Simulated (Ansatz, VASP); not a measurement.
Si3C2 in VASP and in Ansatz

```
Si C
1.0
     4.79507    0.00000    0.00000
    -2.39753    4.15265    0.00000
     0.00000    0.00000    2.76579
Si C
3 2
Direct
  0.36485 0.00000 0.00000
  0.00000 0.36485 0.00000
  0.63515 0.63515 0.00000
  0.33333 0.66667 0.50000
  0.66667 0.33333 0.50000
```

Alike in both runs: functional PBE; k mesh 6 × 6 × 6; occupations gaussian, width 0.1 eV; no spin polarisation.

Ansatz relaxed the structure, and its values are those at the end. VASP's run is a single point on that final structure, the one shown.

|  | VASP | Ansatz |
| --- | --- | --- |
| version | VASP 6.6.1 | Ansatz 0.2.0 |
| potentials or method | VASP PAW PBE potentials, release 64 (Si, C), cutoff 520 eV | scalar-relativistic, plane waves, PAW |
| valence electrons in the cell | 20 | 20 |

```tsv
	VASP	Ansatz	Ansatz less VASP
gap on the k mesh at the Fermi level (eV)	none	none	-
pressure (GPa)	0.0	-0.1	-0.07
rms of the force components (eV/Å)	0.003	0.004	+0.0007
```

A gap of «none» marks a metal or a gap that the smearing closes.

The k mesh is coarse, so the values compare programs but aren't converged.
